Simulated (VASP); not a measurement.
A run of VASP 6.6.1:

Contents of INCAR:

```
SYSTEM = Ga
PREC = Accurate
ENCUT = 520
EDIFF = 1E-7
ISMEAR = 0
SIGMA = 0.15
LREAL = .False.
LASPH = .True.
NELM = 100
ALGO = Fast
ISIF = 2
LWAVE = .False.
LCHARG = .True.
GGA = PS
LELF = .True.
LVHAR = .True.
NBANDS = 12
```

The input KPOINTS:

```
Automatic mesh
0
Gamma
  24 24 24
  0 0 0
```

POSCAR

```
Ga
1.0
   -1.4250600000      1.4250600000      2.2290000000
    1.4250600000     -1.4250600000      2.2290000000
    1.4250600000      1.4250600000     -2.2290000000
Ga
1
Direct
    0.0000000000      0.0000000000      0.0000000000
```

Potentials or basis: VASP PAW PBE potentials, release 64 (Ga_d).

Launch:

```console
$ cat potpaw_PBE.64/Ga_d/POTCAR > POTCAR
$ mpirun -np 1 vasp_std > vasp.out
```

Hardware: 1 thread of Intel(R) Xeon(R) Platinum 8259CL CPU @ 2.50GHz (Skylake/Cascade Lake), with other jobs on the host.

Problem. Estimate the wall time of this run.

Solution. Run time: 2.4 min on 1 thread of Intel(R) Xeon(R) Platinum 8259CL CPU @ 2.50GHz (Skylake/Cascade Lake), on a shared host, peak memory 0.33 GiB. Counts: scf iterations 12, k points 1063.
